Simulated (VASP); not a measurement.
# Ge (P6_3/mmc) in VASP: further runs, part 3 of 3

VASP 6.6.1. Earlier steps stand in the parts before.

## 4. Relaxation of cell and atoms, PBEsol

The input, INCAR:

```
SYSTEM = Ge
ALGO = Normal
EDIFF = 1E-6
EDIFFG = -0.005
ENCUT = 600
GGA = PS
IBRION = 2
ISIF = 3
ISMEAR = 0
LASPH = .True.
LCHARG = .False.
LREAL = .False.
LWAVE = .False.
NELM = 60
NSW = 100
PREC = Accurate
SIGMA = 0.1
```

The input, KPOINTS:

```
k-points
0
Gamma
  12 12 6
  0 0 0
```

The input, POSCAR:

```
Ge
1.0
    3.9986408891      0.0000000000      0.0000000000
   -1.9993204446      3.4629245905      0.0000000000
    0.0000000000      0.0000000000      6.5920610803
Ge
4
Direct
    0.6666666667      0.3333333333      0.0627779752
    0.3333333333      0.6666666667      0.5627779752
    0.6666666667      0.3333333333      0.4372220248
    0.3333333333      0.6666666667      0.9372220248
```

Potentials or basis: VASP PAW PBE potentials, release 64 (Ge_d).

Started as:

```
$ cat potpaw_PBE.64/Ge_d/POTCAR > POTCAR
$ mpirun -np 1 vasp_std > vasp.out
```

OUTCAR:

```text
SYSTEM = Ge
   EDIFF = 1E-6
   EDIFFG = -0.005
   ENCUT = 600
   GGA = PS
   IBRION = 2
   ISIF = 3
   ISMEAR = 0
   LASPH = .True.
   LREAL = .False.
   NELM = 60
   NSW = 100
   PREC = Accurate

 ion  position               nearest neighbor table
   1  0.667  0.333  0.063-   4 2.45   4 2.45   4 2.45   3 2.47
   2  0.333  0.667  0.563-   3 2.45   3 2.45   3 2.45   4 2.47
   3  0.667  0.333  0.437-   2 2.45   2 2.45   2 2.45   1 2.47
   4  0.333  0.667  0.937-   1 2.45   1 2.45   1 2.45   2 2.47

  LATTYP: Found a hexagonal cell.
 ALAT       =     3.9986408891
 C/A-ratio  =     1.6485754193

  Lattice vectors:

 A1 = (   3.9986408891,   0.0000000000,   0.0000000000)
 A2 = (  -1.9993204446,   3.4629245905,   0.0000000000)
 A3 = (   0.0000000000,   0.0000000000,   6.5920610803)

Analysis of symmetry for initial positions (statically):
=====================================================================
 Subroutine PRICEL returns:
 Original cell was already a primitive cell.

 Routine SETGRP: Setting up the symmetry group for a
 hexagonal supercell.

 Subroutine GETGRP returns: Found 24 space group operations
 (whereof 12 operations were pure point group operations)
 out of a pool of 24 trial point group operations.

The static configuration has the point symmetry D_3d.
 The point group associated with its full space group is D_6h.

Analysis of symmetry for dynamics (positions and initial velocities):
=====================================================================
 Subroutine PRICEL returns:
 Original cell was already a primitive cell.

 Routine SETGRP: Setting up the symmetry group for a
 hexagonal supercell.

 Subroutine GETGRP returns: Found 24 space group operations
 (whereof 12 operations were pure point group operations)
 out of a pool of 24 trial point group operations.

The dynamic configuration has the point symmetry D_3d.
 The point group associated with its full space group is D_6h.

 Subroutine INISYM returns: Found 24 space group operations
 (whereof 12 operations are pure point group operations),
 and found     1 'primitive' translations

----------------------------------------------------------------------------------------

                                     Primitive cell

  volume of cell :      91.2802

  direct lattice vectors                    reciprocal lattice vectors
     3.998640889  0.000000000  0.000000000     0.250084973  0.144386627  0.000000000
    -1.999320445  3.462924591  0.000000000     0.000000000  0.288773253  0.000000000
     0.000000000  0.000000000  6.592061080     0.000000000  0.000000000  0.151697624

  length of vectors
     3.998640889  3.998640889  6.592061080     0.288773253  0.288773253  0.151697624

  position of ions in fractional coordinates (direct lattice)
     0.666666667  0.333333333  0.062777975
     0.333333333  0.666666667  0.562777975
     0.666666667  0.333333333  0.437222025
     0.333333333  0.666666667  0.937222025

  ion indices of the primitive-cell ions
   primitive index   ion index
                 1           1
                 2           2
                 3           3
                 4           4
[... 26 lines left out ...]

 Following reciprocal coordinates:
            Coordinates               Weight
  0.000000  0.000000  0.000000      1.000000
  0.083333 -0.000000  0.000000      6.000000
  0.166667 -0.000000  0.000000      6.000000
  0.250000  0.000000  0.000000      6.000000
  0.333333 -0.000000  0.000000      6.000000
  0.416667  0.000000  0.000000      6.000000
[... 16 lines left out ...]
  0.250000  0.000000  0.166667     12.000000
  0.333333 -0.000000  0.166667     12.000000
 [... further k-points ...]
   k-points           NKPTS =     76   k-points in BZ     NKDIM =     76   number of bands    NBANDS=     33
   number of dos      NEDOS =    301   number of ions     NIONS =      4
   total plane-waves  NPLWV =  55296
   dimension x,y,z NGX =    32 NGY =   32 NGZ =   54
   dimension x,y,z NGXF=    64 NGYF=   64 NGZF=  108
   ions per type =               4
   NGX,Y,Z   is equivalent  to a cutoff of  13.30, 13.30, 13.62 a.u.
   NGXF,Y,Z  is equivalent  to a cutoff of  26.61, 26.61, 27.24 a.u.
 SYSTEM =  Ge
   PREC   = accura    normal or accurate (medium, high low for compatibility)
   ISTART =      0    job   : 0-new  1-cont  2-samecut
   ICHARG =      2    charge: 1-file 2-atom 10-const
   ISPIN  =      1    spin polarized calculation?
   LNONCOLLINEAR =      F non collinear calculations
   LSORBIT =      F    spin-orbit coupling
   LASPH  =      T    aspherical Exc in radial PAW
   ENCUT  =  600.0 eV  44.10 Ry    6.64 a.u.   7.99  7.99 13.17*2*pi/ulx,y,z
   NELM   =     60;   NELMIN=  2; NELMDL= -5     # of ELM steps
   EDIFF  = 0.1E-05   stopping-criterion for ELM
   LREAL  =      F    real-space projection
   EDIFFG = -.5E-02   stopping-criterion for IOM
   NSW    =    100    number of steps for IOM
   IBRION =      2    ionic relax: 0-MD 1-quasi-New 2-CG
   NFREE  =      1    steps in history (QN), initial steepest desc. (CG)
   ISIF   =      3    stress and relaxation
   ISYM   =      2    0-nonsym 1-usesym 2-fastsym
   POTIM  = 0.5000    time-step for ionic-motion
   TEBEG  =    0.0;   TEEND  =   0.0 temperature during run
   PSTRESS=    0.0 pullay stress
   NELECT =      56.0000    total number of electrons
   NUPDOWN=      -1.0000    fix difference up-down
   EMIN   =  10.00;   EMAX   =-10.00  energy-range for DOS
   EFERMI =   0.00;   METHOD = LEGACY
   ISMEAR =     0;   SIGMA  =   0.10  broadening in eV -4-tet -1-fermi 0-gaus
   EFERMI_NEDOS =   21; number of points for ismear=-14 and -15
   IALGO  =     38    algorithm
   IMIX   =      4    mixing-type and parameters
     AMIX     =   0.40;   BMIX     =  1.00
     AMIX_MAG =   1.60;   BMIX_MAG =  1.00
  volume/ion in A,a.u.               =      22.82       154.00
  Fermi-wavevector in a.u.,A,eV,Ry     =   1.391058  2.628719 26.327856  1.935043
  Thomas-Fermi vector in A             =   2.514934
   LORBIT       =      0    0 simple, 1 ext, 2 COOP (PROOUT), +10 PAW based schemes
   GGA     = PS    functional components
   LHFCALC =     F    Hartree Fock is set to
   AEXX    =    0.0000 exact exchange contribution
   IVDW    =     0    specifies the selected vdW correction
   LEPSILON=     F    determine dielectric tensor
   LRPA    =     F    only Hartree local field effects (RPA)
 conjugate gradient relaxation of ions
 non-spin polarized calculation
 Gauss-broadening in eV      SIGMA  =   0.10
  energy-cutoff  :      600.00
  volume of cell :       91.28
 maximum number of plane-waves:      3070
 NGX is ok and might be reduce to    32
   NGX = 15   NGY = 15   NGZ = 27

--------------------------------------- Ionic step        1  -------------------------------------------

 number of electron      55.9999986 magnetization

 Free energy of the ion-electron system (eV)
  ---------------------------------------------------
  ext. energy  EPLUGINS =         0.00000000
  ---------------------------------------------------
  free energy    TOTEN  =       -19.68483308 eV

  energy without entropy =      -19.68423628  energy(sigma->0) =      -19.68453468

------------------------ aborting loop because EDIFF is reached ----------------------------------------

  FORCE on cell =-STRESS in cart. coord.  units (eV):
  Direction    XX          YY          ZZ          XY          YZ          ZX
  --------------------------------------------------------------------------------------
  -------------------------------------------------------------------------------------
  Total       -0.0664008     -0.0664008     -0.0323255      0.0000000      0.0000000      0.0000000
  in kB       -1.1654872     -1.1654872     -0.5673874      0.0000000      0.0000000      0.0000000
  external PRESSURE =      -0.9661206 kB  Pullay stress =       0.0000000 kB
[... 101 lines left out ...]
--------------------------------------- Ionic step        4  -------------------------------------------

 number of electron      55.9999987 magnetization

 Free energy of the ion-electron system (eV)
  ---------------------------------------------------
  ext. energy  EPLUGINS =         0.00000000
  ---------------------------------------------------
  free energy    TOTEN  =       -19.68485780 eV

  energy without entropy =      -19.68426027  energy(sigma->0) =      -19.68455903

 E-fermi :   4.8688     XC(G=0): -10.0920

 val. band max:        4.8300441278   @ k =   0.0000   0.0000   0.0000
 cond. band min:       4.9672770268   @ k =   0.0000   0.0000   0.0000
 fundamental gap:      0.1372328990
 Fermi energy:         4.8688440660

 k-point     1 :       0.0000    0.0000    0.0000
  band No.  band energies     occupation
      1     -19.9952      2.00000
      2     -19.9952      2.00000
      3     -19.9573      2.00000
      4     -19.9567      2.00000
      5     -19.9567      2.00000
      6     -19.9435      2.00000
[... 853 lines left out ...]
     32       8.8069      0.00000
     33       9.4485      0.00000

 [... further k-points ...]
[... 5 lines left out ...]
  --------------------------------------------------------------------------------------
  -------------------------------------------------------------------------------------
  Total        0.0031613      0.0031613      0.0182555     -0.0000000      0.0000000      0.0000000
  in kB        0.0555635      0.0555635      0.3208670     -0.0000000      0.0000000      0.0000000
  external PRESSURE =       0.1439980 kB  Pullay stress =       0.0000000 kB
[... 19 lines left out ...]
  FREE ENERGIE OF THE ION-ELECTRON SYSTEM (eV)
  ---------------------------------------------------
  free  energy   TOTEN  =       -19.6848577989 eV

  energy  without entropy=      -19.6842602700  energy(sigma->0) =      -19.68455903

 reached required accuracy - stopping structural energy minimisation
```

OSZICAR:

```text
N       E                     dE             d eps       ncg     rms          rms(c)
DAV:   1     0.514591624181E+03    0.51459E+03   -0.31286E+04  5659   0.504E+03
DAV:   2     0.684762739183E+02   -0.44612E+03   -0.43923E+03  5024   0.904E+02
[... 24 lines left out ...]
   3 F= -.19684859E+02 E0= -.19684560E+02  d E =-.259451E-04
       N       E                     dE             d eps       ncg     rms          rms(c)
DAV:   1    -0.196848768093E+02   -0.17258E-04   -0.27489E-04  6902   0.264E-01    0.260E-02
DAV:   2    -0.196848620678E+02    0.14741E-04   -0.25017E-05  6362   0.795E-02    0.131E-02
DAV:   3    -0.196848577236E+02    0.43442E-05   -0.90617E-06  6152   0.426E-02    0.290E-03
DAV:   4    -0.196848577989E+02   -0.75283E-07   -0.11642E-06  2753   0.170E-02
   4 F= -.19684858E+02 E0= -.19684559E+02  d E =-.247170E-04
```

CONTCAR:

```text
Ge
   1.00000000000000
     3.9964338227688474    0.0000000000000319    0.0000000000000000
    -1.9982169114343684    3.4610132149894874   -0.0000000000000000
     0.0000000000000000    0.0000000000000000    6.5902897628567709
  Ge
     4
Direct
     0.6666666667000030    0.3333333332999970    0.0628021921755604
     0.3333333332999970    0.6666666667000030    0.5628021921755604
     0.6666666667000030    0.3333333332999970    0.4371978078244396
     0.3333333332999970    0.6666666667000030    0.9371978078244396

  0.00000000E+00  0.00000000E+00  0.00000000E+00
  0.00000000E+00  0.00000000E+00  0.00000000E+00
  0.00000000E+00  0.00000000E+00  0.00000000E+00
  0.00000000E+00  0.00000000E+00  0.00000000E+00
```

It took 9 min on 1 thread of AMD EPYC 7R43 (Zen 3), shared host; peak memory 0.32 GiB.

What came out:

| Quantity | Value |
| --- | --- |
| Free energy | -19.6849 eV |
| Relaxed volume | 22.79 Å³/atom |
| Relaxed cell | a = 3.996 Å, b = 3.996 Å, c = 6.590 Å, α = 90.00°, β = 90.00°, γ = 120.00° |
| Space group after relaxing (to 0.1 Å) | P6_3/mmc (No. 194) |
| Energy gained by relaxing | 0.0 meV/atom |
| Ionic steps | 4 |
| Pressure after relaxing | 0.0 GPa |
| Largest force after relaxing | 0.003 eV/Å |
| Band gap on the k mesh | zero (bands 28 and 29 overlap by 0.04 eV) |

Forces in eV/Å, atoms in the order of the input:
```
Ge   0.000  0.000  0.003
Ge   0.000  0.000  0.003
Ge   0.000  0.000 -0.003
Ge   0.000  0.000 -0.003
```

Final structure:
```cif
data_structure
_symmetry_space_group_name_H-M 'P 1'
_symmetry_Int_Tables_number 1
_cell_length_a 3.9964
_cell_length_b 3.9964
_cell_length_c 6.5903
_cell_angle_alpha 90.000
_cell_angle_beta 90.000
_cell_angle_gamma 120.000
_cell_volume 91.15
loop_
_atom_site_label
_atom_site_type_symbol
_atom_site_fract_x
_atom_site_fract_y
_atom_site_fract_z
_atom_site_occupancy
Ge1 Ge 0.66667 0.33333 0.06280 1
Ge2 Ge 0.33333 0.66667 0.56280 1
Ge3 Ge 0.66667 0.33333 0.43720 1
Ge4 Ge 0.33333 0.66667 0.93720 1
```

Levels at points of the mesh, in eV from the Fermi level:
```tsv
k point	band 25	band 26	band 27	band 28	band 29	band 30	band 31	band 32
(0.00, 0.00, 0.00)	-1.51	-0.17	-0.17	-0.04	0.10	0.10	2.22	2.22
(0.50, 0.00, 0.00)	-4.64	-3.11	-2.86	-1.47	0.43	1.59	3.48	3.66
(0.00, 0.00, 0.50)	-0.88	-0.88	-0.88	-0.88	0.62	0.62	3.33	3.33
(0.50, 0.00, 0.50)	-2.58	-2.58	-2.45	-2.45	0.45	0.45	2.03	2.03
```

Caveat: semilocal functionals underestimate gaps, and a narrow one can read as zero; the PAW data sets were made with another functional, which shifts forces and pressure a little.

## 5. Summary

```csv
task,cell,cutoff (eV),smearing,gap on the mesh (eV),pressure (GPa)
single point,"a = 3.999, b = 3.999, c = 6.592 Å, angles 90.0, 90.0, 120.0°, 4 atoms, atomic positions A",520,gaussian 0.01 eV,none,-0.1
single point,"a = 3.997, b = 3.997, c = 6.596 Å, angles 90.0, 90.0, 120.0°, 4 atoms, atomic positions B",520,gaussian 0.1 eV,none,-0.1
relaxation of cell and atoms,"relaxed from a = 3.999, b = 3.999, c = 6.592 Å, angles 90.0, 90.0, 120.0°, 4 atoms, atomic positions A",600,gaussian 0.1 eV,none,0.0
```

Alike in all rows: level PBEsol; potentials or basis VASP PAW PBE potentials, release 64 (Ge_d); no spin polarisation; k mesh 12 × 12 × 6.

Caveats: semilocal functionals underestimate gaps, and a narrow one can read as zero; the PAW data sets were made with another functional, which shifts forces and pressure a little.

Absolute energies hang on the potentials; compare differences alone.

The gap in the log of VASP goes by the Fermi energy; the results here count the filled bands.